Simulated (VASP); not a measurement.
# MgS: single point with HSE06

Crystal: MgS.

```
Mg S
1.0
     0.00000    2.90193    2.83087
     2.83087    0.00000    2.83087
     2.83087    2.90193    0.00000
Mg S
1 1
Direct
  0.00000 0.00000 0.00000
  0.75000 0.75000 0.75000
```

This cell differs from its parent crystal: uniaxial y strain +2.5%.

* Program: VASP 6.6.1
* Task: single point
* Functional: HSE06
* Potentials or basis: VASP PAW PBE potentials, release 64 (Mg, S)
* Cutoff: 520 eV
* k mesh: 6 × 6 × 6
* Occupations: gaussian, width 0.01 eV
* Spin: no spin polarisation
* Dipole correction: no
* Grid for exact exchange (PRECFOCK): Normal
* Further INCAR settings: ALGO = Normal; EDIFF = 1e-06; NBANDS = 11
* Share of exact exchange: 0.25
* Screening parameter: 0.2079 1/Å

```yaml
Pressure: -1.6 GPa
Band_gap_on_the_k_mesh: 4.35 eV
```

Stress tensor (GPa, compression positive):
```
-1.34  0.00  0.00
 0.00 -2.00  0.00
 0.00  0.00 -1.34
```

Levels at points of the mesh, in eV from the valence-band top:
| k point | band 2 | band 3 | band 4 | band 5 | band 6 | band 7 |
| --- | --- | --- | --- | --- | --- | --- |
| (0.00, 0.00, 0.00) | -0.07 | 0.00 | 0.00 | 4.35 | 9.08 | 9.10 |
| (0.50, 0.00, 0.00) | -3.33 | -0.44 | -0.31 | 6.09 | 8.65 | 8.89 |
| (0.50, 0.50, 0.00) | -2.96 | -1.17 | -1.15 | 4.83 | 6.62 | 12.45 |
| (0.50, 0.00, 0.50) | -3.08 | -1.04 | -1.04 | 4.89 | 6.81 | 12.16 |

Run time: 17 min on 1 thread of Oxide Virtual Turin-like Processor (shared host), peak memory 0.27 GiB.

Caveat: the cell differs from its parent crystal (uniaxial y strain +2.5%); the PAW data sets were made with another functional, which shifts forces and pressure a little. A k mesh can miss the band edges.
